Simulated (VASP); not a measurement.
# PdAu4O3 (P-43m) in VASP: single point with PBE

Aim: the single point of PdAu4O3 with PBE.

Program: VASP 6.6.1. These are calculated values, not measurements. Logs are shortened: lines on timing, memory, paths and dates and some standing lists are left out, and cuts for length are marked.

**1. The cell of the first run**

The structure is cubic, space group P-43m (No. 215). The conventional cell has a = 5.330 Å, b = 5.330 Å, c = 5.330 Å, α = 90.00°, β = 90.00°, γ = 90.00°. Pd (site symmetry -43m) has 4 Au at 2.70 Å within 3.6 Å. Within 2.9 Å of Au (site symmetry 3m) lie 3 O at 2.21 Å and 1 Pd at 2.70 Å. Within 2.9 Å of O (site symmetry -42m) lie 4 Au at 2.21 Å.

The cell was built from a structure type or drawn by symmetry, and may not be a known phase.

**2. Single point, PBE, collinear spin**

INCAR reads:

```
SYSTEM = PdAu4O3
PREC     = Accurate       ! precision mode
ENCUT    = 520            ! plane-wave cutoff, eV
EDIFF    = 1E-7           ! SCF threshold, eV
ISMEAR   = 0              ! smearing method
SIGMA    = 0.1            ! smearing width, eV
LREAL    = .FALSE.        ! projectors in reciprocal space
LASPH    = .TRUE.         ! aspherical terms in the spheres
NELM     = 150            ! most SCF steps
ALGO     = Normal         ! electronic algorithm
ISIF     = 2              ! what is computed and relaxed
LWAVE    = .FALSE.        ! write WAVECAR
LCHARG   = .TRUE.         ! write CHGCAR
ISPIN    = 2              ! spin polarisation
MAGMOM   = 1 1 1 1 1 0 0 0 ! initial moments
LORBIT   = 11             ! projections on sites
LMAXMIX  = 4              ! l up to which the mixer works
GGA      = PE             ! functional
LELF     = .TRUE.         ! ELF
LVHAR    = .TRUE.       
NBANDS   = 50             ! bands
```

KPOINTS reads:

```
Automatic mesh
0
G
  4 4 4
  0 0 0
```

POSCAR reads:

```
PdAu4O3
1.0
    5.3296152397      0.0000000000      0.0000000000
    0.0000000000      5.3296152397      0.0000000000
    0.0000000000      0.0000000000      5.3296152397
Pd Au O
1 4 3
Direct
    0.0000000000      0.0000000000      0.0000000000
    0.7070066904      0.7070066904      0.2929933096
    0.7070066904      0.2929933096      0.7070066904
    0.2929933096      0.7070066904      0.7070066904
    0.2929933096      0.2929933096      0.2929933096
    0.5000000000      0.5000000000      0.0000000000
    0.5000000000      0.0000000000      0.5000000000
    0.0000000000      0.5000000000      0.5000000000
```

Potentials or basis: VASP PAW PBE potentials, release 64 (Pd, Au, O).

Launch:

```
cat potpaw_PBE.64/Pd/POTCAR potpaw_PBE.64/Au/POTCAR potpaw_PBE.64/O/POTCAR > POTCAR
mpirun -np 1 vasp_std > vasp.out
```

OUTCAR:

```text
SYSTEM = PdAu4O3
   PREC = Accurate
   ENCUT = 520
   EDIFF = 1E-7
   ISMEAR = 0
   LREAL = .FALSE.
   LASPH = .TRUE.
   NELM = 150
   ISIF = 2
   ISPIN = 2
   LORBIT = 11
   GGA = PE

 ion  position               nearest neighbor table
   1  0.000  0.000  0.000-   2 2.70   3 2.70   4 2.70   5 2.70
   2  0.707  0.707  0.293-   6 2.21   7 2.21   8 2.21   1 2.70   3 3.12   4 3.12   5 3.12
   3  0.707  0.293  0.707-   6 2.21   7 2.21   8 2.21   1 2.70   2 3.12   4 3.12   5 3.12
   4  0.293  0.707  0.707-   6 2.21   7 2.21   8 2.21   1 2.70   2 3.12   3 3.12   5 3.12
   5  0.293  0.293  0.293-   6 2.21   7 2.21   8 2.21   1 2.70   2 3.12   3 3.12   4 3.12
   6  0.500  0.500  0.000-   2 2.21   3 2.21   4 2.21   5 2.21
   7  0.500  0.000  0.500-   2 2.21   3 2.21   4 2.21   5 2.21
   8  0.000  0.500  0.500-   2 2.21   3 2.21   4 2.21   5 2.21

  LATTYP: Found a simple cubic cell.
 ALAT       =     5.3296152397

  Lattice vectors:

 A1 = (   5.3296152397,   0.0000000000,   0.0000000000)
 A2 = (   0.0000000000,   5.3296152397,   0.0000000000)
 A3 = (   0.0000000000,   0.0000000000,   5.3296152397)

Analysis of symmetry for initial positions (statically):
=====================================================================
 Subroutine PRICEL returns:
 Original cell was already a primitive cell.

 Routine SETGRP: Setting up the symmetry group for a
 simple cubic supercell.

 Subroutine GETGRP returns: Found 24 space group operations
 (whereof 24 operations were pure point group operations)
 out of a pool of 48 trial point group operations.

The static configuration has the point symmetry T_d .

Analysis of symmetry for dynamics (positions and initial velocities):
=====================================================================
 Subroutine PRICEL returns:
 Original cell was already a primitive cell.

 Routine SETGRP: Setting up the symmetry group for a
 simple cubic supercell.

 Subroutine GETGRP returns: Found 24 space group operations
 (whereof 24 operations were pure point group operations)
 out of a pool of 48 trial point group operations.

The dynamic configuration has the point symmetry T_d .

Analysis of structural, dynamic, and magnetic symmetry:
=====================================================================
 Subroutine PRICEL returns:
 Original cell was already a primitive cell.

 Routine SETGRP: Setting up the symmetry group for a
 simple cubic supercell.

 Subroutine GETGRP returns: Found 24 space group operations
 (whereof 24 operations were pure point group operations)
 out of a pool of 48 trial point group operations.

The overall configuration has the point symmetry T_d .

 Subroutine INISYM returns: Found 24 space group operations
 (whereof 24 operations are pure point group operations),
 and found     1 'primitive' translations

----------------------------------------------------------------------------------------

                                     Primitive cell

  volume of cell :     151.3866

  direct lattice vectors                    reciprocal lattice vectors
     5.329615240  0.000000000  0.000000000     0.187630805  0.000000000  0.000000000
     0.000000000  5.329615240  0.000000000     0.000000000  0.187630805  0.000000000
     0.000000000  0.000000000  5.329615240     0.000000000  0.000000000  0.187630805

  length of vectors
     5.329615240  5.329615240  5.329615240     0.187630805  0.187630805  0.187630805

  position of ions in fractional coordinates (direct lattice)
     0.000000000  0.000000000  0.000000000
     0.707006690  0.707006690  0.292993310
     0.707006690  0.292993310  0.707006690
     0.292993310  0.707006690  0.707006690
     0.292993310  0.292993310  0.292993310
     0.500000000  0.500000000  0.000000000
     0.500000000  0.000000000  0.500000000
     0.000000000  0.500000000  0.500000000

  ion indices of the primitive-cell ions
   primitive index   ion index
                 1           1
                 2           2
                 3           3
                 4           4
                 5           5
                 6           6
                 7           7
                 8           8

----------------------------------------------------------------------------------------

[... 42 lines left out ...]
   NGX,Y,Z   is equivalent  to a cutoff of  12.48, 12.48, 12.48 a.u.
   NGXF,Y,Z  is equivalent  to a cutoff of  24.95, 24.95, 24.95 a.u.
 SYSTEM =  PdAu4O3
   PREC   = accura    normal or accurate (medium, high low for compatibility)
   ISTART =      0    job   : 0-new  1-cont  2-samecut
   ICHARG =      2    charge: 1-file 2-atom 10-const
   ISPIN  =      2    spin polarized calculation?
   LNONCOLLINEAR =      F non collinear calculations
   LSORBIT =      F    spin-orbit coupling
   LASPH  =      T    aspherical Exc in radial PAW
   ENCUT  =  520.0 eV  38.22 Ry    6.18 a.u.   9.91  9.91  9.91*2*pi/ulx,y,z
   NELM   =    150;   NELMIN=  2; NELMDL= -5     # of ELM steps
   EDIFF  = 0.1E-06   stopping-criterion for ELM
   LREAL  =      F    real-space projection
   EDIFFG = 0.1E-05   stopping-criterion for IOM
   NSW    =      0    number of steps for IOM
   IBRION =     -1    ionic relax: 0-MD 1-quasi-New 2-CG
   NFREE  =      0    steps in history (QN), initial steepest desc. (CG)
   ISIF   =      2    stress and relaxation
   ISYM   =      2    0-nonsym 1-usesym 2-fastsym
   POTIM  = 0.5000    time-step for ionic-motion
   TEBEG  =    0.0;   TEEND  =   0.0 temperature during run
   PSTRESS=    0.0 pullay stress
   NELECT =      72.0000    total number of electrons
   NUPDOWN=      -1.0000    fix difference up-down
   EMIN   =  10.00;   EMAX   =-10.00  energy-range for DOS
   EFERMI =   0.00;   METHOD = LEGACY
   ISMEAR =     0;   SIGMA  =   0.10  broadening in eV -4-tet -1-fermi 0-gaus
   EFERMI_NEDOS =   21; number of points for ismear=-14 and -15
   IALGO  =     38    algorithm
   IMIX   =      4    mixing-type and parameters
     AMIX     =   0.40;   BMIX     =  1.00
     AMIX_MAG =   1.60;   BMIX_MAG =  1.00
  volume/ion in A,a.u.               =      18.92       127.70
  Fermi-wavevector in a.u.,A,eV,Ry     =   1.277879  2.414842 22.217978  1.632975
  Thomas-Fermi vector in A             =   2.410454
   LORBIT       =     11    0 simple, 1 ext, 2 COOP (PROOUT), +10 PAW based schemes
   GGA     = PE    functional components
   LHFCALC =     F    Hartree Fock is set to
   AEXX    =    0.0000 exact exchange contribution
   IVDW    =     0    specifies the selected vdW correction
   LEPSILON=     F    determine dielectric tensor
   LRPA    =     F    only Hartree local field effects (RPA)
 spin polarized calculation
 Gauss-broadening in eV      SIGMA  =   0.10
  energy-cutoff  :      520.00
  volume of cell :      151.39
 maximum number of plane-waves:      4094
 NGX is ok and might be reduce to    40
   NGX = 19   NGY = 19   NGZ = 19

 number of electron      71.9999953 magnetization       0.8372847

 Free energy of the ion-electron system (eV)
  ---------------------------------------------------
  ext. energy  EPLUGINS =         0.00000000
  ---------------------------------------------------
  free energy    TOTEN  =       -27.72876038 eV

  energy without entropy =      -27.65413434  energy(sigma->0) =      -27.69144736

 E-fermi :   3.8309     XC(G=0): -10.1852

 val. band max:        3.8125732789   @ k =   0.2500   0.2500   0.0000
 cond. band min:       3.8347379267   @ k =   0.2500   0.0000   0.0000
 fundamental gap:      0.0221646478
 Fermi energy:         3.8308596104

 spin component 1

 k-point     1 :       0.0000    0.0000    0.0000
  band No.  band energies     occupation
      1     -14.5867      1.00000
      2     -14.2964      1.00000
      3     -14.2964      1.00000
      4      -2.2649      1.00000
      5      -2.2649      1.00000
      6      -2.2649      1.00000
[... 499 lines left out ...]
     47      15.5116      0.00000
     48      15.5128      0.00000
 Fermi energy:         3.8308596104

 spin component 2

 k-point     1 :       0.0000    0.0000    0.0000
  band No.  band energies     occupation
      1     -14.4488      1.00000
      2     -14.1529      1.00000
      3     -14.1529      1.00000
      4      -2.1824      1.00000
      5      -2.1824      1.00000
      6      -2.1824      1.00000
[... 499 lines left out ...]
     47      15.5347      0.00000
     48      15.5362      0.00000
 [bands above 48 left out]

------------------------ aborting loop because EDIFF is reached ----------------------------------------

  FORCE on cell =-STRESS in cart. coord.  units (eV):
  Direction    XX          YY          ZZ          XY          YZ          ZX
  --------------------------------------------------------------------------------------
  -------------------------------------------------------------------------------------
  Total        0.3060454      0.3060454      0.3060454      0.0000000      0.0000000     -0.0000000
  in kB        3.2389848      3.2389848      3.2389848      0.0000000      0.0000000     -0.0000000
  external PRESSURE =       3.2389848 kB  Pullay stress =       0.0000000 kB

 VOLUME and BASIS-vectors are now :
 -----------------------------------------------------------------------------
  energy-cutoff  :      520.00
  volume of cell :      151.39
      direct lattice vectors                 reciprocal lattice vectors
     5.329615240  0.000000000  0.000000000     0.187630805  0.000000000  0.000000000
     0.000000000  5.329615240  0.000000000     0.000000000  0.187630805  0.000000000
     0.000000000  0.000000000  5.329615240     0.000000000  0.000000000  0.187630805

 POSITION                                       TOTAL-FORCE (eV/Angst)
 -----------------------------------------------------------------------------------
      0.00000      0.00000      0.00000        -0.000000      0.000000     -0.000000
      3.76807      3.76807      1.56154        -0.013143     -0.013143      0.013143
      3.76807      1.56154      3.76807        -0.013143      0.013143     -0.013143
      1.56154      3.76807      3.76807         0.013143     -0.013143     -0.013143
      1.56154      1.56154      1.56154         0.013143      0.013143      0.013143
      2.66481      2.66481      0.00000        -0.000000      0.000000     -0.000000
      2.66481      0.00000      2.66481         0.000000      0.000000     -0.000000
      0.00000      2.66481      2.66481         0.000000      0.000000     -0.000000
 -----------------------------------------------------------------------------------
    total drift:                                0.000000      0.000000      0.000000

  FREE ENERGIE OF THE ION-ELECTRON SYSTEM (eV)
  ---------------------------------------------------
  free  energy   TOTEN  =       -27.7287603767 eV

  energy  without entropy=      -27.6541343411  energy(sigma->0) =      -27.69144736

 total charge

# of ion       s       p       d       tot
------------------------------------------
    1        0.347   0.185   8.665   9.197
    2        0.484   0.272   8.740   9.497
    3        0.484   0.272   8.740   9.497
    4        0.484   0.272   8.740   9.497
    5        0.484   0.272   8.740   9.497
    6        1.593   3.231   0.000   4.824
    7        1.593   3.231   0.000   4.824
    8        1.593   3.231   0.000   4.824
--------------------------------------------------
tot          7.062  10.968  43.626  61.657

 magnetization (x)

# of ion       s       p       d       tot
------------------------------------------
    1       -0.000   0.002   0.215   0.216
    2       -0.002   0.002   0.088   0.088
    3       -0.002   0.002   0.088   0.088
    4       -0.002   0.002   0.088   0.088
    5       -0.002   0.002   0.088   0.088
    6        0.001   0.078   0.000   0.079
    7        0.001   0.078   0.000   0.079
    8        0.001   0.078   0.000   0.079
--------------------------------------------------
tot         -0.007   0.244   0.567   0.804
```

Run time: 4.4 min. Hardware: 1 thread of AMD EPYC 7R43 (Zen 3), shared host; peak memory 0.31 GiB.

Results:

* Free energy: -27.7288 eV
* Pressure: 0.3 GPa
* Largest force: 0.023 eV/Å
* Net moment: 0.84 μB per cell
* Site moments: Pd +0.22; Au +0.09; O +0.08 μB
* Valence electrons inside the program's atomic spheres: Pd 9.20; Au 9.50; O 4.82

Forces in eV/Å, atoms in the order of the input:
```
Pd   0.000  0.000  0.000
Au  -0.013 -0.013  0.013
Au  -0.013  0.013 -0.013
Au   0.013 -0.013 -0.013
Au   0.013  0.013  0.013
O    0.000  0.000  0.000
O    0.000  0.000  0.000
O    0.000  0.000  0.000
```

Caveat: spin-orbit coupling is left out, which moves the levels of the heavy elements.
